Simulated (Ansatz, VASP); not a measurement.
Two plane-wave programs on P

Contents of INCAR:

```
PREC = Accurate
ENCUT = 520
EDIFF = 1E-7
ISMEAR = 0
SIGMA = 0.1
LREAL = F
LASPH = T
NELM = 100
ALGO = Normal
ISIF = 2
LWAVE = F
LCHARG = F
GGA = PE
NBANDS = 12
```

KPOINTS

```
regular mesh
0
Gamma
  15 15 15
```

File POSCAR:

```
P
1.0
    1.6927120553      0.9772877608      2.8820284327
   -1.6927120553      0.9772877608      2.8820284327
    0.0000000000     -1.9545755216      2.8820284327
P
2
Direct
    0.2302754648      0.2302754648      0.2302754648
    0.7697245352      0.7697245352      0.7697245352
```

Input for Ansatz:

```yaml
crystal:
  lattice:
    - [1.6927120553, 0.9772877608, 2.8820284327]
    - [-1.6927120553, 0.9772877608, 2.8820284327]
    - [0.0, -1.9545755216, 2.8820284327]
  atoms:
    - { symbol: P, position: [0.2302754648, 0.2302754648, 0.2302754648] }
    - { symbol: P, position: [0.7697245352, 0.7697245352, 0.7697245352] }
basis:
  ecutwfc: 420
kpoints:
  mp_grid: { grid: [15, 15, 15] }
hamiltonian:
  xc: pbe
scf:
  occupations: { method: gaussian, width: 0.1 }
output:
  forces: true
  stress: true
  eigenvalues: true
```

Alike in both runs: task single point; functional PBE; k mesh 15 × 15 × 15; occupations gaussian, width 0.1 eV; no spin polarisation.

```csv
,VASP,Ansatz
version,VASP 6.6.1,Ansatz 0.2.0
potentials or method,"VASP PAW PBE potentials, release 64 (P), cutoff 520 eV","scalar-relativistic, plane waves, PAW"
valence electrons in the cell,10,10
```

VASP gave:

* gap on the k mesh at the Fermi level (eV): none
* pressure (GPa): 11.3
* traceless stress, the component that is largest in VASP (GPa): -0.10
* rms of the force components (eV/Å): 0.369

**Question.** What did Ansatz give for the same quantities?

**Answer.** gap on the k mesh at the Fermi level (eV): none; pressure (GPa): 11.7; traceless stress, the component that is largest in VASP (GPa): -0.26; rms of the force components (eV/Å): 0.399.

Atom by atom the forces differ by 0.030 eV/Å (rms over components). A gap of «none» marks a metal or a gap that the smearing closes. The functional is the same, so the differences come from potentials, cutoffs and numerics.
